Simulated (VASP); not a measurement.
# Ta: electric field gradients with PBEsol

Crystal: Ta.

```xyz
1
Lattice="-1.6843 1.6513 1.6513 1.6513 -1.6843 1.6513 1.6513 1.6513 -1.6843" Properties=species:S:1:pos:R:3 pbc="T T T"
Ta    0.0000    0.0000    0.0000
```

This cell differs from its parent crystal: equal xy, yz and zx shear strains of -2 %.

| Property | Result |
| --- | --- |
| Program | VASP 6.6.1 |
| Task | electric field gradients |
| Functional | PBEsol |
| Potentials or basis | VASP PAW PBE potentials, release 64 (Ta_pv) |
| Cutoff | 520 eV |
| k mesh | 17 × 17 × 17 |
| Occupations | fermi-dirac, width 0.08 eV |
| Spin | no spin polarisation |
| Dipole correction | no |
| Further INCAR settings | ALGO = Normal; EDIFF = 1e-08; NBANDS = 12 |

```
Pressure                                : -3.5 GPa
Band gap on the k mesh                  : zero (an odd number of electrons rules out a gap without spin polarisation)
Largest electric field gradient by atom : Ta +32.0 V/Å²
```

Stress tensor (GPa, compression positive):
```
-3.46  1.43  1.43
 1.43 -3.46  1.43
 1.43  1.43 -3.46
```

Levels at points of the mesh, in eV from the Fermi level:
| k point | band 4 | band 5 | band 6 | band 7 | band 8 | band 9 |
| --- | --- | --- | --- | --- | --- | --- |
| (0.00, 0.00, 0.00) | -7.93 | 0.40 | 0.86 | 0.86 | 4.02 | 4.02 |

Electric field gradients, principal values (V/Å²):
| atom | least | middle | greatest (by size) |
| --- | --- | --- | --- |
| 1 Ta | -15.978 | -15.978 | 31.956 |

Run time: 120 s on 1 thread of Intel(R) Xeon(R) Platinum 8259CL CPU @ 2.50GHz (Skylake/Cascade Lake), with other jobs on the host, peak memory 0.23 GiB.

Caveat: the cell differs from its parent crystal (equal xy, yz and zx shear strains of -2 %); the cell stands under tension; without QUAD_EFG the Cq values of the log hold for a quadrupole moment of 1 mb, not for the nuclei; the PAW data sets were made with another functional, which shifts forces and pressure a little; spin-orbit coupling is left out, which moves the levels of the heavy elements.
